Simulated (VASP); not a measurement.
A run of VASP 6.6.1 is set up as follows.

File INCAR:

```
SYSTEM = AgO
ALGO = Normal ; EDIFF = 1E-7
ENCUT = 520 ; GGA = PS
ISIF = 2 ; ISMEAR = 0
LASPH = .True. ; LCHARG = .False.
LREAL = .False. ; LWAVE = .False.
NBANDS = 16 ; NELM = 100
PREC = Accurate ; SIGMA = 0.15
```

The input KPOINTS:

```
k-points
0
Gamma
  18 18 18
  0 0 0
```

Contents of POSCAR:

```
AgO
1.0
    0.0000000000      2.5284000000      2.4080000000
    2.5284000000      0.0000000000      2.4080000000
    2.5284000000      2.5284000000      0.0000000000
Ag O
1 1
Direct
    0.0000000000      0.0000000000      0.0000000000
    0.7500000000      0.7500000000      0.7500000000
```

Potentials or basis: VASP PAW PBE potentials, release 64 (Ag, O).

Command:

```console
$ cat potpaw_PBE.64/Ag/POTCAR potpaw_PBE.64/O/POTCAR > POTCAR
$ mpirun -np 1 vasp_std > vasp.out
```

(1) Predict the pressure.

(2) Estimate the band gap on the k mesh.

## Answers

(1) -1.9 GPa.

(2) zero (an odd number of electrons rules out a gap without spin polarisation).

Caveat: the cell differs from its parent crystal (strain +0.050 along x and y, +0.000 along z); the PAW data sets were made with another functional, which shifts forces and pressure a little; an odd number of electrons without spin polarisation forces a metal; a magnetic or distorted state may lie lower.
